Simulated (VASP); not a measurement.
# PrScO: single point with PBE

Crystal: PrScO.

```
Pr Sc O
1.0
     3.50433    0.00000    0.00000
    -1.75217    3.03484    0.00000
     0.00000    0.00000    6.66789
Pr Sc O
1 1 1
Direct
  0.00000 0.00000 0.00000
  0.66667 0.33333 0.50000
  0.33333 0.66667 0.50000
```

The cell was generated, and may not be a known phase.

- Program: VASP 6.6.1
- Task: single point
- Functional: PBE
- Potentials or basis: VASP PAW PBE potentials, release 64 (Pr_3, Sc_sv, O), 4f in core
- Cutoff: 600 eV
- k mesh: 6 × 6 × 5
- Occupations: gaussian, width 0.2 eV
- Spin: no spin polarisation

The pressure is 0.4 GPa and the band gap on the k mesh is zero (bands 14 and 15 overlap by 0.27 eV).

Stress tensor (GPa, compression positive):
```
0.50 0.00 0.00
0.00 0.50 0.00
0.00 0.00 0.28
```

Levels at points of the mesh, in eV from the Fermi level:
```csv
k point,band 10,band 11,band 12,band 13,band 14,band 15,band 16,band 17,band 18,band 19
"(0.00, 0.00, 0.00)",-6.08,-6.08,-4.99,-3.24,-0.92,1.75,1.75,1.87,1.99,1.99
"(0.50, 0.00, 0.00)",-6.11,-5.24,-4.93,-1.60,-0.49,0.16,1.05,1.34,1.60,2.83
```

Wall time 52 s on 1 thread of Intel(R) Xeon(R) Platinum 8488C (Sapphire Rapids) (shared host), peak memory 0.22 GiB.

Caveat: spin-orbit coupling is left out, which moves the levels of the heavy elements; the 4f electrons are frozen in the core, so they carry no moment and show no levels; the run has no spin polarisation, though such a crystal can be magnetic. With open d or f shells a metallic result of PBE can be an artefact of self-interaction; +U or a hybrid may open a gap.
